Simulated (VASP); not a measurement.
**HPt4: relaxation of the atoms with LDA**

HPt4, a slab with vacuum:

```
Pt H
1.0
     2.75319    0.00000    0.00000
    -1.37660    2.38433    0.00000
     0.00000    0.00000   25.74392
Pt H
4 1
Direct
  0.66667 0.33333 0.33018
  0.33333 0.66667 0.41750
  0.00000 0.00000 0.50388
  0.66667 0.33333 0.59136
  0.66667 0.33333 0.65661
```

```
Program                   : VASP 6.6.1
Task                      : relaxation of the atoms
Functional                : LDA
Potentials or basis       : VASP PAW LDA potentials, release 64 (Pt, H)
Cutoff                    : 520 eV
k mesh                    : 12 × 12 × 1
Occupations               : gaussian, width 0.1 eV
Spin                      : no spin polarisation
Dipole correction         : yes
Atoms held fixed (from 0) : [0, 1]
Further INCAR settings    : ALGO = Normal; EDIFF = 1e-06; IBRION = 2; EDIFFG = -0.03; NSW = 90
```

The energy gained by relaxing is 25.0 meV/atom and the ionic steps are 12.

The path:
```csv
step,energy change (eV),largest force on free atoms (eV/Å),pressure (GPa)
1,0.0000,1.9133,-2.72
2,-0.0933,1.1478,-2.09
3,-0.1194,0.3416,-2.40
4,-0.1193,0.3474,-2.39
5,-0.1230,0.1295,-2.39
6,-0.1234,0.1115,-2.39
7,-0.1236,0.1127,-2.45
8,-0.1237,0.0652,-2.43
9,-0.1239,0.0586,-2.46
10,-0.1244,0.0394,-2.55
11,-0.1248,0.0393,-2.72
12,-0.1248,0.0292,-2.73
```

Final structure:
```cif
data_structure
_symmetry_space_group_name_H-M 'P 1'
_symmetry_Int_Tables_number 1
_cell_length_a 2.7532
_cell_length_b 2.7532
_cell_length_c 25.7439
_cell_angle_alpha 90.000
_cell_angle_beta 90.000
_cell_angle_gamma 120.000
_cell_volume 169.00
loop_
_atom_site_label
_atom_site_type_symbol
_atom_site_fract_x
_atom_site_fract_y
_atom_site_fract_z
_atom_site_occupancy
Pt1 Pt 0.66667 0.33333 0.33018 1
Pt2 Pt 0.33333 0.66667 0.41750 1
Pt3 Pt 0.00000 0.00000 0.50540 1
Pt4 Pt 0.66667 0.33333 0.59498 1
H1 H 0.66667 0.33333 0.65538 1
```

Levels at points of the mesh, in eV from the Fermi level:
| k point | band 16 | band 17 | band 18 | band 19 | band 20 | band 21 | band 22 | band 23 | band 24 |
| --- | --- | --- | --- | --- | --- | --- | --- | --- | --- |
| (0.00, 0.00, 0.00) | -2.26 | -1.64 | -1.64 | -1.41 | -1.41 | -0.74 | -0.74 | -0.06 | -0.06 |
| (0.50, 0.00, 0.00) | -0.18 | 0.14 | 0.27 | 0.38 | 0.46 | 0.63 | 1.80 | 2.39 | 3.00 |

Wall time 5.2 min on 1 thread of Intel(R) Xeon(R) 6975P-C (Granite Rapids), on a shared host, peak memory 0.25 GiB.

Caveat: the highest band is partly filled, so the run has too few bands; spin-orbit coupling is left out, which moves the levels of the heavy elements.
